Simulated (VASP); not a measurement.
A run of VASP 6.6.1 is set up as follows.

Contents of INCAR:

```
ALGO = Fast
EDIFF = 1E-7
ENCUT = 520
GGA = PS
ISIF = 2
ISMEAR = 0
LASPH = True
LCHARG = True
LELF = True
LREAL = False
LVHAR = True
LWAVE = False
NBANDS = 14
NELM = 80
PREC = Accurate
SIGMA = 0.15
```

KPOINTS

```
k-points
0
Gamma
  18 18 10
```

The input POSCAR:

```
TiAl
1.0
    2.9102711662      0.0000000000      0.0000000000
   -1.4551355831      2.5203687618      0.0000000000
    0.0000000000      0.0000000000      4.8184254900
Ti Al
1 1
Direct
    0.0000000000      0.0000000000      0.0000000000
    0.3333333333      0.6666666667      0.5000000000
```

Potentials or basis: VASP PAW PBE potentials, release 64 (Ti_sv, Al).

Command:

```sh
$ cat potpaw_PBE.64/Ti_sv/POTCAR potpaw_PBE.64/Al/POTCAR > POTCAR
$ mpirun -np 1 vasp_std > vasp.out
```

(1) Estimate the pressure.

Results:

(1) -8.3 GPa.

Caveat: the cell differs from its parent crystal (strain +0.015 along x and y, +0.030 along z); the PAW data sets were made with another functional, which shifts forces and pressure a little.
